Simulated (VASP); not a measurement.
# C3N4 (R3m) in VASP: single point with r2SCAN

Aim: the single point of C3N4 with r2SCAN.

Program: VASP 6.6.1. These are calculated values, not measurements. Logs are shortened: lines on timing, memory, paths and dates and some standing lists are left out, and cuts for length are marked.

## (1) The cell of the first run

The structure is trigonal, space group R3m (No. 160). Conventional cell: a = 4.776 Å, b = 4.776 Å, c = 9.652 Å, α = 90.00°, β = 90.00°, γ = 120.00°. Within 1.8 Å of C (site symmetry m) lie 3 N at 1.33 to 1.46 Å. Within 1.8 Å of N (site symmetry m) lie 2 C at 1.33 Å. N (site symmetry 3m) has 3 C at 1.46 Å within 1.9 Å.

## (2) Single point, r2SCAN

Contents of POSCAR:

```
C3N4
1.0
    2.3879252861      1.3786693067      3.2173613303
   -2.3879252861      1.3786693067      3.2173613303
    0.0000000000     -2.7573386134      3.2173613303
C N
3 4
Direct
    0.4902738672      0.4902738672      0.0189296370
    0.4902738672      0.0189296370      0.4902738672
    0.0189296370      0.4902738672      0.4902738672
    0.6598819923      0.1699802923      0.1699802923
    0.1699802923      0.1699802923      0.6598819923
    0.6656790518      0.6656790518      0.6656790518
    0.1699802923      0.6598819923      0.1699802923
```

Contents of INCAR.step1:

```
SYSTEM = C3N4
ALGO = Normal ; EDIFF = 1E-4
ENCUT = 520 ; GGA = PE
ISMEAR = 0 ; LASPH = .TRUE.
LCHARG = .FALSE. ; LREAL = .FALSE.
LWAVE = .TRUE. ; NBANDS = 25
NELM = 60 ; PREC = Accurate
SIGMA = 0.02
```

Contents of INCAR.step2:

```
SYSTEM = C3N4
ALGO = Normal ; EDIFF = 1E-7
ENCUT = 520 ; ISIF = 2
ISMEAR = 0 ; ISTART = 1
LASPH = .TRUE. ; LCHARG = .TRUE.
LELF = .TRUE. ; LMIXTAU = .TRUE.
LREAL = .FALSE. ; LVHAR = .TRUE.
LWAVE = .FALSE. ; METAGGA = R2SCAN
NBANDS = 25 ; NELM = 60
PREC = Accurate ; SIGMA = 0.02
```

Contents of KPOINTS:

```
k-points
0
G
  6 6 6
  0 0 0
```

Potentials or basis: VASP PAW PBE potentials, release 64 (C, N).

Command:

```console
$ cat potpaw_PBE.64/C/POTCAR potpaw_PBE.64/N/POTCAR > POTCAR
$ cp INCAR.step1 INCAR
$ mpirun -np 1 vasp_std > vasp.out
$ cp INCAR.step2 INCAR
$ mpirun -np 1 vasp_std > vasp.out
```

OUTCAR:

```text
SYSTEM = C3N4
   EDIFF = 1E-7
   ENCUT = 520
   ISIF = 2
   ISMEAR = 0
   ISTART = 1
   LASPH = .TRUE.
   LREAL = .FALSE.
   METAGGA = R2SCAN
   NELM = 60
   PREC = Accurate

 ion  position               nearest neighbor table
   1  0.490  0.490  0.019-   4 1.33   7 1.33   6 1.46
   2  0.490  0.019  0.490-   4 1.33   5 1.33   6 1.46
   3  0.019  0.490  0.490-   7 1.33   5 1.33   6 1.46
   4  0.660  0.170  0.170-   2 1.33   1 1.33
   5  0.170  0.170  0.660-   2 1.33   3 1.33
   6  0.666  0.666  0.666-   1 1.46   2 1.46   3 1.46
   7  0.170  0.660  0.170-   3 1.33   1 1.33

  LATTYP: Found a trigonal (rhomboedric) cell.
 ALAT       =     4.2372550264
 COS(alpha) =     0.3648120402

  Lattice vectors:

 A1 = (   2.3879252861,   1.3786693067,   3.2173613303)
 A2 = (  -2.3879252861,   1.3786693067,   3.2173613303)
 A3 = (   0.0000000000,  -2.7573386134,   3.2173613303)

Analysis of symmetry for initial positions (statically):
=====================================================================
 Subroutine PRICEL returns:
 Original cell was already a primitive cell.

 Routine SETGRP: Setting up the symmetry group for a
 trigonal (rhombohedral) supercell.

 Subroutine GETGRP returns: Found  6 space group operations
 (whereof  6 operations were pure point group operations)
 out of a pool of 12 trial point group operations.

The static configuration has the point symmetry C_3v.

Analysis of symmetry for dynamics (positions and initial velocities):
=====================================================================
 Subroutine PRICEL returns:
 Original cell was already a primitive cell.

 Routine SETGRP: Setting up the symmetry group for a
 trigonal (rhombohedral) supercell.

 Subroutine GETGRP returns: Found  6 space group operations
 (whereof  6 operations were pure point group operations)
 out of a pool of 12 trial point group operations.

The dynamic configuration has the point symmetry C_3v.

 Subroutine INISYM returns: Found  6 space group operations
 (whereof  6 operations are pure point group operations),
 and found     1 'primitive' translations

----------------------------------------------------------------------------------------

                                     Primitive cell

  volume of cell :      63.5524

  direct lattice vectors                    reciprocal lattice vectors
     2.387925286  1.378669307  3.217361330     0.209386786  0.120889517  0.103604569
    -2.387925286  1.378669307  3.217361330    -0.209386786  0.120889517  0.103604569
     0.000000000 -2.757338613  3.217361330     0.000000000 -0.241779034  0.103604569

  length of vectors
     4.237255026  4.237255026  4.237255026     0.263041837  0.263041837  0.263041837

  position of ions in fractional coordinates (direct lattice)
     0.490273867  0.490273867  0.018929637
     0.490273867  0.018929637  0.490273867
     0.018929637  0.490273867  0.490273867
     0.659881992  0.169980292  0.169980292
     0.169980292  0.169980292  0.659881992
     0.665679052  0.665679052  0.665679052
     0.169980292  0.659881992  0.169980292

  ion indices of the primitive-cell ions
   primitive index   ion index
                 1           1
                 2           2
                 3           3
                 4           4
                 5           5
                 6           6
                 7           7

----------------------------------------------------------------------------------------

 KPOINTS: k-points

Automatic generation of k-mesh.
 Grid dimensions read from file:
 generate k-points for:    6    6    6

 Generating k-lattice:

  Cartesian coordinates                     Fractional coordinates (reciprocal lattice)
     0.034897798  0.020148253  0.017267428     0.166666667  0.000000000 -0.000000000
    -0.034897798  0.020148253  0.017267428     0.000000000  0.166666667 -0.000000000
     0.000000000 -0.040296506  0.017267428    -0.000000000 -0.000000000  0.166666667

  Length of vectors
     0.043840306  0.043840306  0.043840306

  Shift w.r.t. Gamma in fractional coordinates (k-lattice)
     0.000000000  0.000000000  0.000000000

 Subroutine IBZKPT returns following result:
 ===========================================

 Found     32 irreducible k-points:

 Following reciprocal coordinates:
            Coordinates               Weight
  0.000000  0.000000  0.000000      1.000000
  0.166667 -0.000000  0.000000      6.000000
  0.333333  0.000000 -0.000000      6.000000
  0.500000  0.000000  0.000000      3.000000
  0.166667  0.166667  0.000000      6.000000
  0.333333  0.166667  0.000000     12.000000
[... 16 lines left out ...]
  0.500000  0.500000  0.166667      6.000000
 -0.333333  0.500000  0.166667     12.000000
 [... further k-points ...]
   k-points           NKPTS =     32   k-points in BZ     NKDIM =     32   number of bands    NBANDS=     25
   number of dos      NEDOS =    301   number of ions     NIONS =      7
   total plane-waves  NPLWV =  32768
   dimension x,y,z NGX =    32 NGY =   32 NGZ =   32
   dimension x,y,z NGXF=    64 NGYF=   64 NGZF=   64
   ions per type =               3   4
   NGX,Y,Z   is equivalent  to a cutoff of  12.55, 12.55, 12.55 a.u.
   NGXF,Y,Z  is equivalent  to a cutoff of  25.11, 25.11, 25.11 a.u.
 SYSTEM =  C3N4
   PREC   = accura    normal or accurate (medium, high low for compatibility)
   ISTART =      1    job   : 0-new  1-cont  2-samecut
   ICHARG =      0    charge: 1-file 2-atom 10-const
   ISPIN  =      1    spin polarized calculation?
   LNONCOLLINEAR =      F non collinear calculations
   LSORBIT =      F    spin-orbit coupling
   LASPH  =      T    aspherical Exc in radial PAW
   ENCUT  =  520.0 eV  38.22 Ry    6.18 a.u.   7.88  7.88  7.88*2*pi/ulx,y,z
   NELM   =     60;   NELMIN=  2; NELMDL=  0     # of ELM steps
   EDIFF  = 0.1E-06   stopping-criterion for ELM
   LREAL  =      F    real-space projection
   EDIFFG = 0.1E-05   stopping-criterion for IOM
   NSW    =      0    number of steps for IOM
   IBRION =     -1    ionic relax: 0-MD 1-quasi-New 2-CG
   NFREE  =      0    steps in history (QN), initial steepest desc. (CG)
   ISIF   =      2    stress and relaxation
   ISYM   =      2    0-nonsym 1-usesym 2-fastsym
   POTIM  = 0.5000    time-step for ionic-motion
   TEBEG  =    0.0;   TEEND  =   0.0 temperature during run
   PSTRESS=    0.0 pullay stress
   NELECT =      32.0000    total number of electrons
   NUPDOWN=      -1.0000    fix difference up-down
   EMIN   =  10.00;   EMAX   =-10.00  energy-range for DOS
   EFERMI =   0.00;   METHOD = LEGACY
   ISMEAR =     0;   SIGMA  =   0.02  broadening in eV -4-tet -1-fermi 0-gaus
   EFERMI_NEDOS =   21; number of points for ismear=-14 and -15
   IALGO  =     38    algorithm
   IMIX   =      4    mixing-type and parameters
     AMIX     =   0.40;   BMIX     =  1.00
     AMIX_MAG =   1.60;   BMIX_MAG =  1.00
  volume/ion in A,a.u.               =       9.08        61.27
  Fermi-wavevector in a.u.,A,eV,Ry     =   1.302409  2.461197 23.079157  1.696270
  Thomas-Fermi vector in A             =   2.433479
   LORBIT       =      0    0 simple, 1 ext, 2 COOP (PROOUT), +10 PAW based schemes
   METAGGA = R2SCAN    functional components
   LHFCALC =     F    Hartree Fock is set to
   AEXX    =    0.0000 exact exchange contribution
   IVDW    =     0    specifies the selected vdW correction
   LEPSILON=     F    determine dielectric tensor
   LRPA    =     F    only Hartree local field effects (RPA)
 non-spin polarized calculation
 Gauss-broadening in eV      SIGMA  =   0.02
  energy-cutoff  :      520.00
  volume of cell :       63.55
 maximum number of plane-waves:      1722
   NGX = 15   NGY = 15   NGZ = 15

 number of electron      32.0000001 magnetization

 Free energy of the ion-electron system (eV)
  ---------------------------------------------------
  ext. energy  EPLUGINS =         0.00000000
  ---------------------------------------------------
  free energy    TOTEN  =       -64.01136530 eV

  energy without entropy =      -64.01136530  energy(sigma->0) =      -64.01136530

 E-fermi :   3.7136     XC(G=0): -10.9774

 val. band max:        3.5616988455   @ k =   0.0000   0.0000   0.0000
 cond. band min:       5.1970897886   @ k =   0.0000   0.0000   0.0000
 fundamental gap:      1.6353909431
 Fermi energy:         3.7136110139

 k-point     1 :       0.0000    0.0000    0.0000
  band No.  band energies     occupation
      1     -20.2366      2.00000
      2     -15.5859      2.00000
      3     -15.3581      2.00000
      4     -15.3581      2.00000
      5     -11.3987      2.00000
      6     -11.3987      2.00000
[... 17 lines left out ...]
     24      15.5658      0.00000
     25      15.5658      0.00000

 k-point     2 :       0.1667   -0.0000    0.0000
  band No.  band energies     occupation
      1     -20.0890      2.00000
      2     -16.4432      2.00000
      3     -15.4385      2.00000
      4     -14.9430      2.00000
      5     -11.1054      2.00000
      6     -10.7917      2.00000
[... 17 lines left out ...]
     24      15.4418      0.00000
     25      16.0254      0.00000

 k-point     3 :       0.3333    0.0000   -0.0000
  band No.  band energies     occupation
      1     -19.6859      2.00000
      2     -17.4815      2.00000
      3     -15.5817      2.00000
      4     -14.8059      2.00000
      5     -10.4273      2.00000
      6      -9.3375      2.00000
[... 17 lines left out ...]
     24      14.1624      0.00000
     25      16.0145      0.00000

 k-point     4 :       0.5000    0.0000    0.0000
  band No.  band energies     occupation
      1     -19.3394      2.00000
      2     -18.0606      2.00000
      3     -15.6464      2.00000
      4     -14.7896      2.00000
      5      -9.9915      2.00000
      6      -7.6877      2.00000
[... 17 lines left out ...]
     24      14.5699      0.00000
     25      16.0540      0.00000

 k-point     5 :       0.1667    0.1667    0.0000
  band No.  band energies     occupation
      1     -20.0710      2.00000
      2     -16.4287      2.00000
      3     -15.4819      2.00000
      4     -14.9405      2.00000
      5     -11.0875      2.00000
      6     -10.8152      2.00000
[... 17 lines left out ...]
     24      15.6249      0.00000
     25      15.7213      0.00000

 k-point     6 :       0.3333    0.1667    0.0000
  band No.  band energies     occupation
      1     -19.7777      2.00000
      2     -17.1864      2.00000
      3     -15.7411      2.00000
      4     -14.6880      2.00000
      5     -10.6586      2.00000
      6      -9.7720      2.00000
[... 17 lines left out ...]
     24      14.5169      0.00000
     25      16.0191      0.00000
[... 393 lines left out ...]
 k-point    21 :      -0.3333    0.3333    0.1667
  band No.  band energies     occupation
      1     -19.2680      2.00000
      2     -17.9918      2.00000
      3     -16.0188      2.00000
      4     -14.5160      2.00000
      5     -10.0290      2.00000
      6      -8.3963      2.00000
[... 17 lines left out ...]
     24      14.4957      0.00000
     25      15.4125      0.00000

 k-point    22 :      -0.1667    0.3333    0.1667
  band No.  band energies     occupation
      1     -19.3537      2.00000
      2     -17.9197      2.00000
      3     -16.0141      2.00000
      4     -14.5057      2.00000
      5      -9.9887      2.00000
      6      -8.3819      2.00000
[... 17 lines left out ...]
     24      14.7734      0.00000
     25      15.7842      0.00000

 k-point    23 :       0.5000    0.5000    0.1667
  band No.  band energies     occupation
      1     -19.5400      2.00000
      2     -17.4933      2.00000
      3     -15.7173      2.00000
      4     -14.8515      2.00000
      5     -10.4244      2.00000
      6      -9.4013      2.00000
[... 17 lines left out ...]
     24      14.4937      0.00000
     25      14.9247      0.00000

 k-point    24 :      -0.3333    0.5000    0.1667
  band No.  band energies     occupation
      1     -19.2426      2.00000
      2     -17.9807      2.00000
      3     -16.0552      2.00000
      4     -14.5316      2.00000
      5     -10.0201      2.00000
      6      -8.4003      2.00000
[... 17 lines left out ...]
     24      14.5850      0.00000
     25      15.2350      0.00000

 [... further k-points ...]

------------------------ aborting loop because EDIFF is reached ----------------------------------------

  FORCE on cell =-STRESS in cart. coord.  units (eV):
  Direction    XX          YY          ZZ          XY          YZ          ZX
  --------------------------------------------------------------------------------------
  -------------------------------------------------------------------------------------
  Total       -1.6681096     -1.6681096      0.0337309      0.0000000      0.0000000      0.0000000
  in kB      -42.0536046    -42.0536046      0.8503679      0.0000000      0.0000000      0.0000000
  external PRESSURE =     -27.7522805 kB  Pullay stress =       0.0000000 kB

 VOLUME and BASIS-vectors are now :
 -----------------------------------------------------------------------------
  energy-cutoff  :      520.00
  volume of cell :       63.55
      direct lattice vectors                 reciprocal lattice vectors
     2.387925286  1.378669307  3.217361330     0.209386786  0.120889517  0.103604569
    -2.387925286  1.378669307  3.217361330    -0.209386786  0.120889517  0.103604569
     0.000000000 -2.757338613  3.217361330     0.000000000 -0.241779034  0.103604569

 POSITION                                       TOTAL-FORCE (eV/Angst)
 -----------------------------------------------------------------------------------
      0.00000      1.29966      3.21568         0.000000     -0.315812      0.005589
      1.12553     -0.64983      3.21568        -0.273501      0.157906      0.005589
     -1.12553     -0.64983      3.21568         0.273501      0.157906      0.005589
      1.16985      0.67541      3.21685        -0.157161     -0.090737     -0.000820
      0.00000     -1.35082      3.21685         0.000000      0.181474     -0.000820
      0.00000      0.00000      6.42519         0.000000     -0.000000     -0.014308
     -1.16985      0.67541      3.21685         0.157161     -0.090737     -0.000820
 -----------------------------------------------------------------------------------
    total drift:                               -0.000000      0.000000     -0.000033

  FREE ENERGIE OF THE ION-ELECTRON SYSTEM (eV)
  ---------------------------------------------------
  free  energy   TOTEN  =       -64.0113652999 eV

  energy  without entropy=      -64.0113652999  energy(sigma->0) =      -64.01136530
```

Wall time 2 min (1 thread of Intel Xeon Platinum 8375C at 2.90GHz (Ice Lake), shared host); peak memory 0.19 GiB.

Results:

* Free energy: -64.0114 eV
* Pressure: -2.8 GPa
* Largest force: 0.316 eV/Å
* Band gap on the k mesh: 1.64 eV, direct

Forces on the atoms (eV/Å):
```
C    0.000 -0.316  0.006
C   -0.274  0.158  0.006
C    0.274  0.158  0.006
N   -0.157 -0.091 -0.001
N    0.000  0.181 -0.001
N    0.000  0.000 -0.014
N    0.157 -0.091 -0.001
```

Stress tensor (GPa, compression positive):
```
-4.21  0.00  0.00
 0.00 -4.21  0.00
 0.00  0.00  0.09
```

Levels at points of the mesh, in eV from the valence-band top:
| k point | band 13 | band 14 | band 15 | band 16 | band 17 | band 18 | band 19 | band 20 |
| --- | --- | --- | --- | --- | --- | --- | --- | --- |
| (0.00, 0.00, 0.00) | -3.99 | -2.98 | 0.00 | 0.00 | 1.64 | 1.64 | 4.99 | 6.82 |
| (0.50, 0.00, 0.00) | -4.50 | -3.22 | -2.40 | -0.49 | 3.04 | 4.12 | 6.65 | 7.28 |
| (0.50, 0.50, 0.00) | -3.25 | -3.21 | -1.95 | -0.51 | 2.50 | 4.47 | 7.10 | 7.68 |
| (0.50, 0.50, 0.50) | -3.31 | -2.45 | -0.04 | -0.04 | 2.22 | 2.22 | 6.53 | 7.39 |

Caveat: the PAW data sets were made with another functional, which shifts forces and pressure a little. r2SCAN opens gaps a little over a GGA but as a rule still falls short of measured ones.
